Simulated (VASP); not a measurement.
CaB3:

```
Ca B
1.0
     5.57378    0.00000    0.00000
    -2.78689    4.82704    0.00000
     0.00000    0.00000    3.35004
Ca B
2 6
Direct
  0.33333 0.66667 0.25000
  0.66667 0.33333 0.75000
  0.89427 0.78855 0.25000
  0.10573 0.89427 0.75000
  0.21145 0.10573 0.25000
  0.10573 0.21145 0.75000
  0.89427 0.10573 0.25000
  0.78855 0.89427 0.75000
```

* Program: VASP 6.6.1
* Task: relaxation of cell and atoms
* Functional: PBE
* Potentials or basis: VASP PAW PBE potentials, release 64 (Ca_sv, B)
* Cutoff: 600 eV
* k mesh: 6 × 6 × 6
* Occupations: gaussian, width 0.1 eV
* Spin: no spin polarisation

At the start: pressure 0.4 GPa; volume 11.27 Å³/atom.

How do energy, volume and symmetry change on relaxing?

Over 5 steps the energy falls by 2.3 meV/atom and the volume is 11.36 Å³/atom (+0.8 %); space group P6_3/mmc (No. 194, to 0.1 Å) before and after.

The path:
```tsv
step	energy change (eV)	largest force (eV/Å)	pressure (GPa)	volume (Å³)
1	0.0000	0.2326	0.42	90.13
2	-0.0132	0.2440	0.98	90.51
3	-0.0164	0.0919	0.79	90.40
4	-0.0179	0.0395	-0.46	91.14
5	-0.0184	0.0044	-0.04	90.89
```

Final structure:
```yaml
crystal:
  lattice:
    - [5.56282, 0.00000, 0.00000]
    - [-2.78141, 4.81755, 0.00000]
    - [0.00000, 0.00000, 3.39142]
  atoms:
    - { symbol: Ca, position: [0.33333, 0.66667, 0.25000] }
    - { symbol: Ca, position: [0.66667, 0.33333, 0.75000] }
    - { symbol: B, position: [0.89491, 0.78982, 0.25000] }
    - { symbol: B, position: [0.10509, 0.89491, 0.75000] }
    - { symbol: B, position: [0.21018, 0.10509, 0.25000] }
    - { symbol: B, position: [0.10509, 0.21018, 0.75000] }
    - { symbol: B, position: [0.89491, 0.10509, 0.25000] }
    - { symbol: B, position: [0.78982, 0.89491, 0.75000] }
```
